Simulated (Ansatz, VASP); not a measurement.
One calculation of Rh, two programs

The input INCAR:

```
PREC = Accurate
ENCUT = 520
EDIFF = 1E-6
ISMEAR = -1
SIGMA = 0.1
LREAL = False
LASPH = True
NELM = 80
ALGO = Normal
ISIF = 2
LWAVE = False
LCHARG = False
GGA = PE
NBANDS = 14
```

Contents of KPOINTS:

```
regular mesh
0
Gamma
  15 15 15
```

POSCAR

```
Rh
1.0
    2.2527714104      0.0000000000      0.0000000000
    0.0000000000      2.2527714104      0.0000000000
    0.0000000000      0.0000000000      2.2527714104
Rh
1
Direct
    0.0000000000      0.0000000000      0.0000000000
```

Input for Ansatz:

```yaml
crystal:
  lattice:
    - [2.2527714104, 0.0, 0.0]
    - [0.0, 2.2527714104, 0.0]
    - [0.0, 0.0, 2.2527714104]
  atoms:
    - { symbol: Rh, position: [0.0, 0.0, 0.0] }
kpoints:
  mp_grid: { grid: [15, 15, 15] }
scf:
  occupations: { method: fermi_dirac, width: 0.1 }
hamiltonian:
  xc: pbe
  pseudopotentials: { kind: all_electron, lapw: { basis_error: 0.001 } }
output:
  forces: true
  stress: true
  eigenvalues: true
  populations: true
```

Change from the starting cell: volume scaled by 0.7, LAPW.

Alike in both runs: task single point; functional PBE; k mesh 15 × 15 × 15; occupations fermi-dirac, width 0.1 eV; no spin polarisation.

|  | VASP | Ansatz |
| --- | --- | --- |
| version | VASP 6.6.1 | Ansatz 0.2.0 |
| potentials or method | VASP PAW PBE potentials, release 64 (Rh_pv), cutoff 520 eV | all-electron LAPW, scalar-relativistic |

|  | VASP | Ansatz | Ansatz less VASP |
| --- | --- | --- | --- |
| pressure (GPa) | 158.2 | 156.8 | -1.38 |

Both programs put the cell under a high pressure, so it lies far from rest at this level. Ansatz ran all-electron here, and VASP with PAW potentials.

Noted on VASP's run: the cell as given lies far from equilibrium.
